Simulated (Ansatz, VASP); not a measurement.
Nb in VASP and in Ansatz

```
CELL_PARAMETERS angstrom
4.95511 0.00000 0.00000
-2.47755 4.29125 0.00000
0.00000 0.00000 2.71494
ATOMIC_POSITIONS crystal
Nb 0.00000 0.00000 0.00000
Nb 0.33333 0.66667 0.50000
Nb 0.66667 0.33333 0.50000
```

Alike in both runs: task single point; functional BLYP; k mesh 8 × 8 × 13; occupations fermi-dirac, width 0.1 eV; no spin polarisation.

|  | VASP | Ansatz |
| --- | --- | --- |
| version | VASP 6.6.1 | Ansatz 0.2.0 |
| potentials or method | VASP PAW PBE potentials, release 64 (Nb_sv), cutoff 520 eV | plane waves (420 eV) with PAW, scalar-relativistic |
| valence electrons in the cell | 39 | 39 |

Ansatz gave:

```
pressure (GPa)                                                : -0.1
traceless stress, the component that is largest in VASP (GPa) : -0.74
```

Problem. Which values does VASP return?

Solution. Pressure (GPa): -0.1; traceless stress, the component that is largest in VASP (GPa): -0.77.

VASP's potentials were made for PBE, not for BLYP.
